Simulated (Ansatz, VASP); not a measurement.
**Bi: VASP beside Ansatz**

The input INCAR:

```
SYSTEM = Bi
PREC     = Accurate       ! precision mode
ENCUT    = 500            ! plane-wave cutoff, eV
EDIFF    = 1E-6           ! SCF threshold, eV
ISMEAR   = -1             ! smearing method
SIGMA    = 0.1272         ! smearing width, eV
LREAL    = .FALSE.        ! projectors in reciprocal space
LASPH    = .TRUE.         ! aspherical terms in the spheres
NELM     = 120            ! most SCF steps
ALGO     = Normal         ! electronic algorithm
ISIF     = 2              ! what is computed and relaxed
LWAVE    = .FALSE.        ! write WAVECAR
LCHARG   = .FALSE.        ! write CHGCAR
GGA      = PS             ! functional
NBANDS   = 14             ! bands
GGA_COMPAT= .FALSE.
```

File KPOINTS:

```
regular mesh
0
G
  6 6 6
  0 0 0
```

Contents of POSCAR:

```
Bi
1.0
   -2.0551970000      2.0551970000      2.0551970000
    2.0551970000     -2.0551970000      2.0551970000
    2.0551970000      2.0551970000     -2.0551970000
Bi
1
Direct
    0.0000000000      0.0000000000      0.0000000000
```

Input for Ansatz:

```yaml
crystal:
  lattice:
    - [-2.055197, 2.055197, 2.055197]
    - [2.055197, -2.055197, 2.055197]
    - [2.055197, 2.055197, -2.055197]
  atoms:
    - { symbol: Bi, position: [0.0, 0.0, 0.0] }
  symmetry: { tolerance: 0.0003 }
kpoints:
  mp_grid: { grid: [6, 6, 6], shift: [0, 0, 0] }
magnetization:
  spin_polarized: false
scf:
  occupations: { method: fermi_dirac, width: 0.1272 }
  initial_density: { chi_scale: 0.3 }
  lower_state_search: light
hamiltonian:
  pseudopotentials: { kind: paw }
  xc: pbesol
basis:
  ecutwfc: 420
output:
  forces: true
  stress: true
  eigenvalues: true
```

Alike in both runs: task single point; functional PBEsol; k mesh 6 × 6 × 6; occupations fermi-dirac, width 0.1272 eV; no spin polarisation.

|  | VASP | Ansatz |
| --- | --- | --- |
| version | VASP 6.6.1 | Ansatz 0.2.0 |
| potentials or method | VASP PAW PBE potentials, release 64 (Bi_d), cutoff 500 eV | PAW plane waves |
| valence electrons in the cell | 15 | 15 |

|  | VASP | Ansatz | Ansatz less VASP |
| --- | --- | --- | --- |
| gap on the k mesh at the Fermi level (eV) | none | none | - |
| pressure (GPa) | -6.3 | -6.3 | +0.06 |

VASP's potentials were made for PBE, not for PBEsol. A gap of «none» marks a metal or a gap that the smearing closes.

The k mesh is coarse, so the values compare programs but aren't converged. Spin-orbit coupling is off throughout.
